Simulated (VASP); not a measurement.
# CaO (l.bA) (Fm-3m) in VASP: notebook, part 2 of 2

VASP 6.6.1.

### 3 Single point, LDA

This run uses another cell than the first one, of 13.04 Å³/atom, 0.955 times its volume.

Input file INCAR:

```
SYSTEM = CaO
  PREC = Accurate
  ENCUT = 600
  EDIFF = 1E-6
  ISMEAR = 0
  SIGMA = 0.02
  LREAL = .False.
  LASPH = .True.
  NELM = 120
  ALGO = Normal
  ISIF = 2
  LWAVE = .False.
  LCHARG = .False.
  GGA = CA
  NBANDS = 15
  GGA_COMPAT = .False.
```

Input file KPOINTS:

```
regular mesh
0
Gamma
  8 8 8
  0 0 0
```

Input file POSCAR:

```
CaO
1.0
    0.0000000000      2.3536832588      2.3536832588
    2.3536832588      0.0000000000      2.3536832588
    2.3536832588      2.3536832588      0.0000000000
Ca O
1 1
Direct
    0.0000000000      0.0000000000      0.0000000000
    0.5000000000      0.5000000000      0.5000000000
```

Potentials or basis: VASP PAW LDA potentials, release 64 (Ca_sv, O).

Command:

```
cat potpaw_LDA.64/Ca_sv/POTCAR potpaw_LDA.64/O/POTCAR > POTCAR
mpirun -np 1 vasp_std > vasp.out
```

OUTCAR:

```text
SYSTEM = CaO
   PREC = Accurate
   ENCUT = 600
   EDIFF = 1E-6
   ISMEAR = 0
   LREAL = .False.
   LASPH = .True.
   NELM = 120
   ISIF = 2
   GGA = CA

 ion  position               nearest neighbor table
   1  0.000  0.000  0.000-   2 2.35   2 2.35   2 2.35   2 2.35   2 2.35   2 2.35
   2  0.500  0.500  0.500-   1 2.35   1 2.35   1 2.35   1 2.35   1 2.35   1 2.35

  LATTYP: Found a face centered cubic cell.
 ALAT       =     4.7073665176

  Lattice vectors:

 A1 = (   0.0000000000,   2.3536832588,   2.3536832588)
 A2 = (   2.3536832588,   0.0000000000,   2.3536832588)
 A3 = (   2.3536832588,   2.3536832588,   0.0000000000)

Analysis of symmetry for initial positions (statically):
=====================================================================
 Subroutine PRICEL returns:
 Original cell was already a primitive cell.

 Routine SETGRP: Setting up the symmetry group for a
 face centered cubic supercell.

 Subroutine GETGRP returns: Found 48 space group operations
[... 9 lines left out ...]

 Routine SETGRP: Setting up the symmetry group for a
 face centered cubic supercell.

 Subroutine GETGRP returns: Found 48 space group operations
[... 11 lines left out ...]
                                     Primitive cell

  volume of cell :      26.0780

  direct lattice vectors                    reciprocal lattice vectors
     0.000000000  2.353683259  2.353683259    -0.212433002  0.212433002  0.212433002
     2.353683259  0.000000000  2.353683259     0.212433002 -0.212433002  0.212433002
     2.353683259  2.353683259  0.000000000     0.212433002  0.212433002 -0.212433002

  length of vectors
     3.328610786  3.328610786  3.328610786     0.367944752  0.367944752  0.367944752

  position of ions in fractional coordinates (direct lattice)
     0.000000000  0.000000000  0.000000000
     0.500000000  0.500000000  0.500000000

  ion indices of the primitive-cell ions
   primitive index   ion index
                 1           1
                 2           2

----------------------------------------------------------------------------------------
[... 93 lines left out ...]
  Thomas-Fermi vector in A             =   2.514967
   LORBIT       =      0    0 simple, 1 ext, 2 COOP (PROOUT), +10 PAW based schemes
   GGA     = CA    functional components
   LHFCALC =     F    Hartree Fock is set to
   AEXX    =    0.0000 exact exchange contribution
   IVDW    =     0    specifies the selected vdW correction
   LEPSILON=     F    determine dielectric tensor
   LRPA    =     F    only Hartree local field effects (RPA)
 non-spin polarized calculation
 Gauss-broadening in eV      SIGMA  =   0.02
  energy-cutoff  :      600.00
  volume of cell :       26.08
 maximum number of plane-waves:       893
   NGX = 13   NGY = 13   NGZ = 13

 number of electron      15.9999999 magnetization

 Free energy of the ion-electron system (eV)
  ---------------------------------------------------
  ext. energy  EPLUGINS =         0.00000000
  ---------------------------------------------------
  free energy    TOTEN  =       -14.22301328 eV

  energy without entropy =      -14.22301328  energy(sigma->0) =      -14.22301328

 E-fermi :   2.6093     XC(G=0): -11.3393

 val. band max:        2.3868939854   @ k =   0.0000   0.0000   0.0000
 cond. band min:       5.8068545210   @ k =   0.5000   0.5000   0.0000
 fundamental gap:      3.4199605357
 Fermi energy:         2.6093462708

 k-point     1 :       0.0000    0.0000    0.0000
  band No.  band energies     occupation
      1     -34.4346      2.00000
      2     -15.4270      2.00000
      3     -15.4270      2.00000
      4     -15.4270      2.00000
      5     -12.9439      2.00000
      6       2.3869      2.00000
      7       2.3869      2.00000
      8       2.3869      2.00000
      9       7.4732      0.00000
     10       8.6367      0.00000
     11       8.6367      0.00000
     12       8.6367      0.00000
     13      10.3132      0.00000
     14      10.3132      0.00000
[... 401 lines left out ...]
      2     -16.6150      2.00000
      3     -15.7403      2.00000
      4     -15.5900      2.00000
      5     -11.7727      2.00000
      6       0.1844      2.00000
      7       1.1765      2.00000
      8       1.2171      2.00000
      9       9.2690      0.00000
     10       9.3392      0.00000
     11      11.4728      0.00000
     12      11.7807      0.00000
     13      13.1057      0.00000
     14      14.8224      0.00000
     15      16.8780      0.00000

 [... further k-points ...]
[... 5 lines left out ...]
  --------------------------------------------------------------------------------------
  -------------------------------------------------------------------------------------
  Total        0.1444247      0.1444247      0.1444247     -0.0000000      0.0000000      0.0000000
  in kB        8.8731543      8.8731543      8.8731543     -0.0000000      0.0000000      0.0000000
  external PRESSURE =       8.8731543 kB  Pullay stress =       0.0000000 kB

 VOLUME and BASIS-vectors are now :
 -----------------------------------------------------------------------------
  energy-cutoff  :      600.00
  volume of cell :       26.08
      direct lattice vectors                 reciprocal lattice vectors
     0.000000000  2.353683259  2.353683259    -0.212433002  0.212433002  0.212433002
     2.353683259  0.000000000  2.353683259     0.212433002 -0.212433002  0.212433002
     2.353683259  2.353683259  0.000000000     0.212433002  0.212433002 -0.212433002

 POSITION                                       TOTAL-FORCE (eV/Angst)
 -----------------------------------------------------------------------------------
      0.00000      0.00000      0.00000        -0.000000      0.000000      0.000000
      2.35368      2.35368      2.35368         0.000000     -0.000000     -0.000000
 -----------------------------------------------------------------------------------
    total drift:                                0.000000      0.000000      0.000000

  FREE ENERGIE OF THE ION-ELECTRON SYSTEM (eV)
  ---------------------------------------------------
  free  energy   TOTEN  =       -14.2230132845 eV

  energy  without entropy=      -14.2230132845  energy(sigma->0) =      -14.22301328
```

Run time: 9.3 s. Hardware: 1 thread of Intel Xeon Platinum 8375C at 2.90GHz (Ice Lake), shared host; peak memory 0.14 GiB.

Results:

```yaml
Free_energy: -14.2230 eV
Pressure: 0.9 GPa
Band_gap_on_the_k_mesh: 3.42 eV, indirect (least direct gap 3.78 eV)
```

### 4 Single point, LDA

This run uses another cell than the first one, of 13.04 Å³/atom, 0.955 times its volume.

Input file INCAR:

```
SYSTEM = CaO
ALGO = Normal
EDIFF = 1E-6
ENCUT = 600
GGA_COMPAT = .FALSE.
ISIF = 2
ISMEAR = 0
LASPH = .TRUE.
LCHARG = .FALSE.
LREAL = .FALSE.
LWAVE = .FALSE.
NBANDS = 15
NELM = 120
PREC = Accurate
SIGMA = 0.02
```

Input file KPOINTS:

```
k-points
0
G
  8 8 8
  0 0 0
```

POSCAR is that of step 3.

Command:

```
cat potpaw_LDA.64/Ca_sv/POTCAR potpaw_LDA.64/O/POTCAR > POTCAR
mpirun -np 1 vasp_std > vasp.out
```

Wall time 9.1 s (1 thread of Intel Xeon Platinum 8375C at 2.90GHz (Ice Lake), shared host); peak memory 0.15 GiB.

Results (log left out):

| Property | Result |
| --- | --- |
| Free energy | -14.2230 eV |
| Pressure | 0.9 GPa |
| Band gap on the k mesh | 3.42 eV, indirect (least direct gap 3.78 eV) |

Levels at points of the mesh, in eV from the valence-band top:
```
           k point  band 6  band 7  band 8  band 9  band 10  band 11
(0.00, 0.00, 0.00)    0.00    0.00    0.00    5.09     6.25     6.25
(0.50, 0.00, 0.00)   -2.86   -1.36   -1.36    7.25     8.65     8.65
(0.50, 0.50, 0.00)   -1.27   -0.36   -0.36    3.42     8.49     9.23
```

A k mesh can miss the band edges.
